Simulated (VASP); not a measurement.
SnTe: single point with r2SCAN

The system is SnTe.

```xyz
2
Lattice="0.0000 3.4128 3.4128 3.4128 0.0000 3.4128 3.4128 3.4128 0.0000" Properties=species:S:1:pos:R:3 pbc="T T T"
Te    1.7064    1.7064    1.7064
Sn    0.0000    0.0000    0.0000
```

```json
{
 "Program": "VASP 6.6.1",
 "Task": "single point",
 "Functional": "r2SCAN",
 "Potentials or basis": "VASP PAW PBE potentials, release 64 (Te, Sn_d)",
 "Cutoff": "520 eV",
 "k mesh": "7 × 7 × 7",
 "Occupations": "fermi-dirac, width 0.05 eV",
 "Spin": "no spin polarisation"
}
```

```yaml
Pressure: 5.0 GPa
Band_gap_on_the_k_mesh: zero (bands 10 and 11 overlap by 0.07 eV)
```

Levels at points of the mesh, in eV from the Fermi level:
| k point | band 7 | band 8 | band 9 | band 10 | band 11 | band 12 | band 13 | band 14 |
| --- | --- | --- | --- | --- | --- | --- | --- | --- |
| (0.00, 0.00, 0.00) | -4.67 | -2.60 | -2.60 | -2.60 | 0.89 | 0.89 | 0.89 | 4.28 |

It took 3 min on 1 thread of Intel Xeon 8259CL, with other jobs on the host, peak memory 0.23 GiB.

Caveat: the cell stands under pressure; semilocal functionals underestimate gaps, and a narrow one can read as zero; the PAW data sets were made with another functional, which shifts forces and pressure a little; spin-orbit coupling is left out, which moves the levels of the heavy elements.
